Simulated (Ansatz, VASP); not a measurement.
**One calculation of Si, two programs**

Contents of POSCAR:

```
Si
1.0
    3.7539008559      0.0000000000      0.0000000000
   -1.8769504280      3.2509735045      0.0000000000
    0.0000000000      0.0000000000      6.2117679855
Si
4
Direct
    0.3333333333      0.6666666667      0.0005609416
    0.6666666667      0.3333333333      0.5005609416
    0.3333333333      0.6666666667      0.3744390584
    0.6666666667      0.3333333333      0.8744390584
```

The input INCAR.step1:

```
SYSTEM = Si
PREC = Accurate ; ENCUT = 520
ISMEAR = 0 ; SIGMA = 0.01
LREAL = .FALSE. ; LASPH = .TRUE.
NELM = 100 ; NBANDS = 16
GGA = PE ; ALGO = Normal
EDIFF = 1E-4 ; LWAVE = .TRUE.
LCHARG = .FALSE.
```

File INCAR.step2:

```
SYSTEM = Si
PREC = Accurate ; ENCUT = 520
EDIFF = 1E-7 ; ISMEAR = 0
SIGMA = 0.01 ; LREAL = .FALSE.
LASPH = .TRUE. ; NELM = 100
ALGO = Normal ; ISIF = 2
LWAVE = .FALSE. ; LCHARG = .FALSE.
METAGGA = R2SCAN ; LMIXTAU = .TRUE.
NBANDS = 16 ; ISTART = 1
```

KPOINTS

```
regular mesh
0
G
  6 6 4
  0 0 0
```

Input for Ansatz:

```yaml
crystal:
  lattice:
    - [3.7539008559, 0.0, 0.0]
    - [-1.876950428, 3.2509735045, 0.0]
    - [0.0, 0.0, 6.2117679855]
  atoms:
    - { symbol: Si, position: [0.3333333333, 0.6666666667, 0.0005609416] }
    - { symbol: Si, position: [0.6666666667, 0.3333333333, 0.5005609416] }
    - { symbol: Si, position: [0.3333333333, 0.6666666667, 0.3744390584] }
    - { symbol: Si, position: [0.6666666667, 0.3333333333, 0.8744390584] }
kpoints:
  mp_grid: { grid: [6, 6, 4] }
hamiltonian:
  xc: r2scan
scf:
  occupations: { method: fixed }
  n_extra_bands: 5
output:
  forces: true
  stress: true
  eigenvalues: true
```

Alike in both runs: task single point; functional r2SCAN; k mesh 6 × 6 × 4; no spin polarisation.

|  | VASP | Ansatz |
| --- | --- | --- |
| version | VASP 6.6.1 | Ansatz 0.2.0 |
| potentials or method | VASP PAW PBE potentials, release 64 (Si) | plane waves, PAW |
| plane-wave cutoff (eV) | 520 | 500 |
| occupations | gaussian, width 0.01 eV | fixed |
| valence electrons in the cell | 16 | 16 |

```tsv
	VASP	Ansatz	Ansatz less VASP
gap on the k mesh at the Fermi level (eV)	0.48	0.47	-0.017
pressure (GPa)	6.6	6.9	+0.26
traceless stress, the component that is largest in VASP (GPa)	-0.12	-0.11	+0.011
rms of the force components (eV/Å)	0.011	0.012	+0.0008
```

VASP's potentials were made for PBE, not for r2SCAN. Atom by atom the forces differ by 0.001 eV/Å (rms over components).
